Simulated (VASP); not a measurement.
A run of VASP 6.6.1 is set up as follows.

Contents of INCAR:

```
PREC = Accurate ; ENCUT = 600
EDIFF = 1E-6 ; ISMEAR = -1
SIGMA = 0.1 ; LREAL = False
LASPH = True ; NELM = 60
ALGO = Normal ; ISIF = 3
LWAVE = False ; LCHARG = False
GGA = CA ; IBRION = 2
NSW = 32 ; EDIFFG = -0.005
PSTRESS = 2200.0
```

The input KPOINTS:

```
regular mesh
0
Gamma
  18 18 18
```

POSCAR

```
Zr
1.0
   -2.1617238986      2.1617238986      1.2006401786
    2.1617238986     -2.1617238986      1.2006401786
    2.1617238986      2.1617238986     -1.2006401786
Zr
2
Direct
   -0.3750000000     -0.1250000000     -0.2500000000
    0.3750000000      0.1250000000      0.2500000000
```

Potentials or basis: VASP PAW LDA potentials, release 64 (Zr_sv).

Command:

```sh
$ cat potpaw_LDA.64/Zr_sv/POTCAR > POTCAR
$ mpirun -np 1 vasp_std > vasp.out
```

Q: What does it give for the relaxed volume?

A: 11.27 Å³/atom.

Q: What does it give for the band gap on the k mesh?

A: Zero (bands 12 and 13 overlap by 3.62 eV).

Q: Estimate the space group after relaxing (to 0.1 Å).

A: I4_1/amd (No. 141).

The path:
```
step  energy change (eV)  largest force (eV/Å)  pressure (GPa)  volume (Å³)
   1              0.0000                0.0000          223.35        22.44
   2             -1.0113                0.0000          197.27        23.21
   3             -0.1340                0.0000          219.84        22.54
   4             -0.1300                0.0000          219.96        22.54
   5             -0.1257                0.0000          220.08        22.53
   6             -0.1278                0.0000          220.04        22.53
```

Caveat: the cell is relaxed towards a set pressure, so the run minimises the enthalpy, not the energy.
